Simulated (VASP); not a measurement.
Wanted: the native input for a VASP 6.6.1 run.

```
Task                   : single point
Functional             : PBEsol
Potentials or basis    : VASP PAW PBE potentials, release 64 (Zr_sv, C)
Cutoff                 : 520 eV
k mesh                 : 15 × 15 × 15
Occupations            : fermi-dirac, width 0.05 eV
Spin                   : no spin polarisation
Dipole correction      : no
Further INCAR settings : ALGO = Normal; EDIFF = 1e-06; NBANDS = 15
```

The structure of ZrC lies in POSCAR:

```
ZrC
1.0
    0.0000000000      2.3502100000      2.4207163000
    2.3502100000      0.0000000000      2.4207163000
    2.3502100000      2.3502100000      0.0000000000
Zr C
1 1
Direct
    0.5000000000      0.5000000000      0.5000000000
    0.0000000000      0.0000000000      0.0000000000
```

This cell differs from its parent crystal: zz strain of +3 %.

The input as run:

INCAR

```
PREC = Accurate ; ENCUT = 520
EDIFF = 1E-6 ; ISMEAR = -1
SIGMA = 0.05 ; LREAL = F
LASPH = T ; NELM = 60
ALGO = Normal ; ISIF = 2
LWAVE = F ; LCHARG = T
GGA = PS ; LELF = T
LVHAR = T ; NBANDS = 15
```

KPOINTS

```
Automatic mesh
0
Gamma
  15 15 15
```

Potentials or basis: VASP PAW PBE potentials, release 64 (Zr_sv, C).

The run is started by

```bash
$ cat potpaw_PBE.64/Zr_sv/POTCAR potpaw_PBE.64/C/POTCAR > POTCAR
$ mpirun -np 1 vasp_std > vasp.out
```

It gave:

```
Pressure               : -10.0 GPa
Band gap on the k mesh : zero (bands 8 and 9 overlap by 1.39 eV)
```

Caveat: the cell differs from its parent crystal (zz strain of +3 %); the cell stands under tension; the PAW data sets were made with another functional, which shifts forces and pressure a little.

It took 3 min on 1 thread of Intel Xeon 8259CL, on a shared host, peak memory 0.25 GiB.
